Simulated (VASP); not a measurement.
# Zn6O7 in VASP: single point with PBEsol

Aim: the single point of Zn6O7 with PBEsol.

Everything below comes from runs of VASP 6.6.1. Logs are shortened: lines on timing, memory, paths and dates and some standing lists are left out, and cuts for length are marked.

## Step 1: The cell of the first run

The cell holds a slab with vacuum, 13 atoms: a = 5.635 Å, b = 6.140 Å, c = 17.468 Å, α = 90.00°, β = 90.00°, γ = 117.31°.

## Step 2: Single point, PBEsol, collinear spin, zero start

INCAR

```
ALGO     = Normal         # electronic algorithm
EDIFF    = 1E-7           # SCF threshold, eV
ENCUT    = 520            # plane-wave cutoff, eV
GGA      = PS             # functional
ISIF     = 2              # what is computed and relaxed
ISMEAR   = 0              # smearing method
ISPIN    = 2              # spin polarisation
LASPH    = T              # aspherical terms in the spheres
LCHARG   = F              # write CHGCAR
LORBIT   = 11             # projections on sites
LREAL    = F              # projectors in reciprocal space
LWAVE    = F              # write WAVECAR
MAGMOM   = 0 0 0 0 0 0 0 0 0 0 0 0 0 # initial moments
NBANDS   = 73             # bands
NELM     = 150            # most SCF steps
PREC     = Accurate       # precision mode
SIGMA    = 0.02           # smearing width, eV
```

KPOINTS

```
k-points
0
Gamma
  2 2 1
```

POSCAR

```
Zn6O7
1.0
    5.6348810000      0.0000000000      0.0000000000
   -2.8174400000      5.4554530000      0.0000000000
    0.0000000000      0.0000000000     17.4682400000
Zn O
6 7
Direct
    0.3333333925      0.0000000000      0.0572467518
    0.6649142434      0.7111876869      0.0394430120
    1.1485916749      0.3688676266      0.0564477017
    1.1533923227      0.7456178250      0.1976469868
    0.5420421639      0.3541506086      0.1793109666
    0.8137402124      0.9792312389      0.1781818317
    0.3234192497      0.7059025163      0.0204725834
    0.5125193900      0.3625627423      0.0611765123
    0.9717002080      1.0043308961      0.0621895509
    1.0736946556      0.4148385111      0.1656488576
    0.4852274633      1.0095973698      0.1751976158
    0.7967432381      0.6746959418      0.2102218655
    1.1580175870      1.2594068724      0.2124864325
```

Potentials or basis: VASP PAW PBE potentials, release 64 (Zn, O).

On the command line:

```
$ cat potpaw_PBE.64/Zn/POTCAR potpaw_PBE.64/O/POTCAR > POTCAR
$ mpirun -np 1 vasp_std > vasp.out
```

OUTCAR:

```text
EDIFF = 1E-7
   ENCUT = 520
   GGA = PS
   ISIF = 2
   ISMEAR = 0
   ISPIN = 2
   LASPH = T
   LORBIT = 11
   LREAL = F
   NELM = 150
   PREC = Accurate

 ion  position               nearest neighbor table
   1  0.333  0.000  0.057-   7 1.89   8 1.98   9 2.05  11 2.22   4 2.83   5 2.88   3 2.89
   2  0.665  0.711  0.039-   9 1.88   7 1.94   8 1.94   3 2.71   6 2.83
   3  0.149  0.369  0.056-   7 1.94   9 1.99  10 2.00   8 2.07   2 2.71   1 2.89
   4  0.153  0.746  0.198-  12 1.86  11 1.87  10 1.95   1 2.83   6 2.89
   5  0.542  0.354  0.179-  12 1.91  11 1.99  13 2.05   8 2.07   1 2.88
   6  0.814  0.979  0.178-  12 1.91  11 1.94  13 2.00   9 2.19  10 2.40   2 2.83   4 2.89
   7  0.323  0.706  0.020-   1 1.89   2 1.94   3 1.94
   8  0.513  0.363  0.061-   2 1.94   1 1.98   3 2.07   5 2.07
   9  0.972  0.004  0.062-   2 1.88   3 1.99   1 2.05   6 2.19
  10  0.074  0.415  0.166-  13 1.49   4 1.95   3 2.00   6 2.40
  11  0.485  0.010  0.175-   4 1.87   6 1.94   5 1.99   1 2.22
  12  0.797  0.675  0.210-   4 1.86   5 1.91   6 1.91
  13  0.158  0.259  0.212-  10 1.49   6 2.00   5 2.05

  LATTYP: Found a base centered orthorhombic cell.
 ALAT       =     5.6348810000
 B/A-ratio  =     1.9363152478
 C/A-ratio  =     3.1000193261

  Lattice vectors:

 A1 = (   2.8174400000,  -5.4554530000,   0.0000000000)
 A2 = (   2.8174410000,   5.4554530000,   0.0000000000)
 A3 = (   0.0000000000,   0.0000000000,  17.4682400000)

Analysis of symmetry for initial positions (statically):
=====================================================================
 Subroutine PRICEL returns:
 Original cell was already a primitive cell.

 Routine SETGRP: Setting up the symmetry group for a
 base centered orthorhombic supercell.

 Subroutine GETGRP returns: Found  1 space group operations
 (whereof  1 operations were pure point group operations)
 out of a pool of  8 trial point group operations.

The static configuration has the point symmetry C_1 .

Analysis of symmetry for dynamics (positions and initial velocities):
=====================================================================
 Subroutine PRICEL returns:
 Original cell was already a primitive cell.

 Routine SETGRP: Setting up the symmetry group for a
 base centered orthorhombic supercell.

 Subroutine GETGRP returns: Found  1 space group operations
 (whereof  1 operations were pure point group operations)
 out of a pool of  8 trial point group operations.
[... 178 lines left out ...]
      1     -24.5900      1.00000
      2     -21.4265      1.00000
      3     -21.1061      1.00000
      4     -20.6914      1.00000
      5     -20.6558      1.00000
      6     -20.4010      1.00000
[... 277 lines left out ...]
     68       3.2847      0.00000
     69       3.4022      0.00000
 Fermi energy:        -3.4622558090

 spin component 2

 k-point     1 :       0.0000    0.0000    0.0000
  band No.  band energies     occupation
      1     -24.5900      1.00000
      2     -21.4265      1.00000
      3     -21.1061      1.00000
      4     -20.6914      1.00000
      5     -20.6558      1.00000
      6     -20.4010      1.00000
[... 277 lines left out ...]
     68       3.2849      0.00000
     69       3.4021      0.00000
 [bands above 69 left out]

------------------------ aborting loop because EDIFF is reached ----------------------------------------

  FORCE on cell =-STRESS in cart. coord.  units (eV):
  Direction    XX          YY          ZZ          XY          YZ          ZX
  --------------------------------------------------------------------------------------
  -------------------------------------------------------------------------------------
  Total       -2.6625175     -5.2374813      0.3324804     -1.7416568     -0.0903654      0.1167023
  in kB       -7.9439835    -15.6267388      0.9920004     -5.1964702     -0.2696176      0.3481973
  external PRESSURE =      -7.5262406 kB  Pullay stress =       0.0000000 kB

 VOLUME and BASIS-vectors are now :
 -----------------------------------------------------------------------------
  energy-cutoff  :      520.00
  volume of cell :      536.99
      direct lattice vectors                 reciprocal lattice vectors
     5.634881000  0.000000000  0.000000000     0.177466037  0.091651401  0.000000000
    -2.817440000  5.455453000  0.000000000     0.000000000  0.183302835  0.000000000
     0.000000000  0.000000000 17.468240000     0.000000000  0.000000000  0.057246752

 POSITION                                       TOTAL-FORCE (eV/Angst)
 -----------------------------------------------------------------------------------
      1.87829      0.00000      1.00000         0.000033      0.017607     -0.022401
      1.74298      3.87985      0.68900         0.021173     -0.021372     -0.032389
     -0.20197      2.01234      0.98604        -0.039054      0.003672     -0.042346
     -1.23639      4.06768      3.45255         0.038874     -0.026688      0.028004
      2.05654      1.93205      3.13225         0.006457     -0.000597     -0.001004
      1.82640      5.34215      3.11252         0.001827      0.009518     -0.011186
     -0.16641      3.85102      0.35762        -0.041742      0.017920     -0.060699
      1.86649      1.97794      1.06865         0.054768     -0.023058      0.005020
      5.46321      0.02363      1.08634        -0.000455      0.004770     -0.000020
     -0.75352      2.26313      2.89359        -0.133109      0.090807     -0.074789
      2.70716      0.05236      3.06039         0.027471      0.027470      0.015382
      2.58864      3.68077      3.67221        -0.049098     -0.005096      0.053861
      0.15955      1.41518      3.71176         0.112854     -0.094954      0.142566
 -----------------------------------------------------------------------------------
    total drift:                               -0.000461      0.000241     -0.001484

  FREE ENERGIE OF THE ION-ELECTRON SYSTEM (eV)
  ---------------------------------------------------
  free  energy   TOTEN  =       -58.8326724328 eV

  energy  without entropy=      -58.8326724328  energy(sigma->0) =      -58.83267243

 total charge

# of ion       s       p       d       tot
------------------------------------------
    1        0.468   0.437   9.873  10.778
    2        0.503   0.462   9.872  10.837
    3        0.462   0.446   9.888  10.797
    4        0.524   0.487   9.871  10.882
    5        0.456   0.451   9.889  10.795
    6        0.455   0.469   9.899  10.823
    7        1.547   3.406   0.000   4.953
    8        1.549   3.413   0.000   4.961
    9        1.547   3.409   0.000   4.955
   10        1.569   3.354   0.000   4.923
   11        1.545   3.426   0.000   4.971
   12        1.545   3.429   0.000   4.974
   13        1.575   3.310   0.000   4.885
--------------------------------------------------
tot         13.745  26.498  59.292  99.534

 magnetization (x)

# of ion       s       p       d       tot
------------------------------------------
    1        0.000  -0.000   0.000   0.000
    2        0.000   0.000   0.000   0.000
    3        0.000   0.000   0.000   0.000
    4        0.000   0.000  -0.000   0.000
    5        0.000   0.000   0.000   0.000
    6        0.000   0.000   0.000   0.000
    7       -0.000  -0.000   0.000  -0.000
    8       -0.000  -0.000   0.000  -0.000
    9       -0.000  -0.000   0.000  -0.000
   10       -0.000  -0.000   0.000  -0.000
   11       -0.000   0.000   0.000   0.000
   12       -0.000  -0.000   0.000  -0.000
   13       -0.000  -0.000   0.000  -0.000
--------------------------------------------------
tot          0.000  -0.000   0.000  -0.000
```

OSZICAR:

```text
N       E                     dE             d eps       ncg     rms          rms(c)
DAV:   1     0.103305151635E+04    0.10331E+04   -0.50250E+04  1168   0.149E+03
DAV:   2     0.138971640323E+03   -0.89408E+03   -0.83105E+03  1304   0.366E+02
[... 22 lines left out ...]
DAV:  25    -0.588326661844E+02   -0.23950E-04   -0.98803E-07  1040   0.364E-03    0.735E-04
DAV:  26    -0.588326692724E+02   -0.30880E-05   -0.85023E-08   928   0.329E-03    0.279E-04
DAV:  27    -0.588326707372E+02   -0.14648E-05   -0.39915E-08   800   0.105E-03    0.299E-04
DAV:  28    -0.588326719189E+02   -0.11817E-05   -0.32785E-08   848   0.136E-03    0.298E-04
DAV:  29    -0.588326723429E+02   -0.42391E-06   -0.12940E-08   824   0.993E-04    0.171E-04
DAV:  30    -0.588326724328E+02   -0.89987E-07   -0.54561E-09   856   0.306E-04
   1 F= -.58832672E+02 E0= -.58832672E+02  d E =-.179009E-25  mag=    -0.0000
```

It took 26 min on 1 thread of Oxide Virtual Turin-like, shared host; peak memory 0.83 GiB.

What came out:

| Item | Value |
| --- | --- |
| Free energy | -58.8327 eV |
| Largest force | 0.205 eV/Å |
| Band gap on the k mesh | 1.37 eV (least direct gap 1.43 eV) |
| Net moment | 0.00 μB per cell |
| Valence electrons inside the program's atomic spheres | Zn 10.78, 10.84, 10.80, 10.88, 10.79, 10.82; O 4.95, 4.96, 4.92, 4.97, 4.88 (each value once) |

Forces on the atoms (eV/Å):
```
Zn   0.000  0.018 -0.022
Zn   0.021 -0.021 -0.032
Zn  -0.039  0.004 -0.042
Zn   0.039 -0.027  0.028
Zn   0.006 -0.001 -0.001
Zn   0.002  0.010 -0.011
O   -0.042  0.018 -0.061
O    0.055 -0.023  0.005
O    0.000  0.005  0.000
O   -0.133  0.091 -0.075
O    0.027  0.027  0.015
O   -0.049 -0.005  0.054
O    0.113 -0.095  0.143
```

Levels at points of the mesh, in eV from the valence-band top:
Spin up:
| k point | band 53 | band 54 | band 55 | band 56 | band 57 | band 58 | band 59 | band 60 | band 61 | band 62 |
| --- | --- | --- | --- | --- | --- | --- | --- | --- | --- | --- |
| (0.00, 0.00, 0.00) | -1.11 | -0.79 | -0.69 | -0.21 | -0.05 | 1.37 | 3.07 | 4.00 | 5.10 | 5.36 |
| (0.50, 0.00, 0.00) | -1.02 | -0.85 | -0.69 | -0.41 | -0.05 | 3.30 | 3.60 | 4.03 | 4.63 | 4.70 |
| (0.50, 0.50, 0.00) | -1.06 | -0.87 | -0.69 | -0.30 | -0.14 | 2.91 | 3.37 | 4.27 | 4.40 | 4.88 |
| (0.00, 0.50, 0.00) | -0.94 | -0.84 | -0.64 | -0.41 | 0.00 | 2.96 | 3.84 | 3.91 | 4.31 | 4.84 |
Spin down:
| k point | band 54 | band 55 | band 56 | band 57 | band 58 | band 59 | band 60 | band 61 |
| --- | --- | --- | --- | --- | --- | --- | --- | --- |
| (0.00, 0.00, 0.00) | -0.79 | -0.69 | -0.21 | -0.05 | 1.37 | 3.07 | 4.00 | 5.10 |
| (0.50, 0.00, 0.00) | -0.85 | -0.69 | -0.41 | -0.05 | 3.30 | 3.60 | 4.03 | 4.63 |
| (0.50, 0.50, 0.00) | -0.87 | -0.69 | -0.30 | -0.14 | 2.91 | 3.37 | 4.27 | 4.40 |
| (0.00, 0.50, 0.00) | -0.84 | -0.64 | -0.41 | 0.00 | 2.96 | 3.84 | 3.91 | 4.31 |

Caveat: the k points lie up to 0.63 Å⁻¹ apart; there is no dipole correction, which matters where the two faces differ; the PAW data sets were made with another functional, which shifts forces and pressure a little.
